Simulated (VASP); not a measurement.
Input of a VASP 6.6.1 run:

Contents of INCAR:

```
PREC     = Accurate       # precision mode
ENCUT    = 500            # plane-wave cutoff, eV
EDIFF    = 1E-6           # SCF threshold, eV
ISMEAR   = 0              # smearing method
SIGMA    = 0.1            # smearing width, eV
LREAL    = False          # projectors in reciprocal space
LASPH    = True           # aspherical terms in the spheres
NELM     = 120            # most SCF steps
ALGO     = Normal         # electronic algorithm
ISIF     = 2              # what is computed and relaxed
LWAVE    = False          # write WAVECAR
LCHARG   = False          # write CHGCAR
GGA      = PE             # functional
NBANDS   = 14             # bands
GGA_COMPAT= False
```

KPOINTS

```
Automatic mesh
0
Gamma
  3 3 3
```

File POSCAR:

```
HfB
1.0
    0.0000000000      2.3100000000      2.3100000000
    2.3100000000      0.0000000000      2.3100000000
    2.3100000000      2.3100000000      0.0000000000
Hf B
1 1
Direct
    0.5000000000      0.5000000000      0.5000000000
    0.0000000000      0.0000000000      0.0000000000
```

Potentials or basis: VASP PAW PBE potentials, release 64 (Hf_pv, B).

Command:

```sh
$ cat potpaw_PBE.64/Hf_pv/POTCAR potpaw_PBE.64/B/POTCAR > POTCAR
$ mpirun -np 1 vasp_std > vasp.out
```

Q: Predict the pressure.

A: 29.2 GPa.

Caveat: the k points lie up to 0.79 Å⁻¹ apart.
